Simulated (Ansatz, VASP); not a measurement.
# WS2 in VASP and in Ansatz

```xyz
3
Lattice="3.0302 0.0000 0.0000 0.0000 3.0302 0.0000 0.0000 0.0000 6.2817" Properties=species:S:1:pos:R:3 pbc="T T T"
W     0.0000    0.0000    0.0000
S     1.5151    1.5151    1.7860
S     1.5151    1.5151    4.4957
```

Change from the starting cell: volume scaled by 0.98.

Alike in both runs: task single point; functional PBE; k mesh 9 × 9 × 4; occupations fermi-dirac, width 0.05 eV; no spin polarisation.

|  | VASP | Ansatz |
| --- | --- | --- |
| version | VASP 6.6.1 | Ansatz 0.2.0 |
| potentials or method | VASP PAW PBE potentials, release 64 (W_sv, S), cutoff 520 eV | all-electron LAPW, scalar-relativistic |

VASP gave:

```
gap on the k mesh at the Fermi level (eV)                     : none
pressure (GPa)                                                : -17.0
traceless stress, the component that is largest in VASP (GPa) : -10.12
rms of the force components (eV/Å)                            : 2.040
```

**Question.** What did Ansatz give for the same quantities?

**Answer.** gap on the k mesh at the Fermi level (eV): none; pressure (GPa): -16.9; traceless stress, the component that is largest in VASP (GPa): -10.16; rms of the force components (eV/Å): 2.036.

Atom by atom the forces differ by 0.003 eV/Å (rms over components). A gap of «none» marks a metal or a gap that the smearing closes. Ansatz ran all-electron here, and VASP with PAW potentials.

Neither program's run includes spin-orbit coupling.
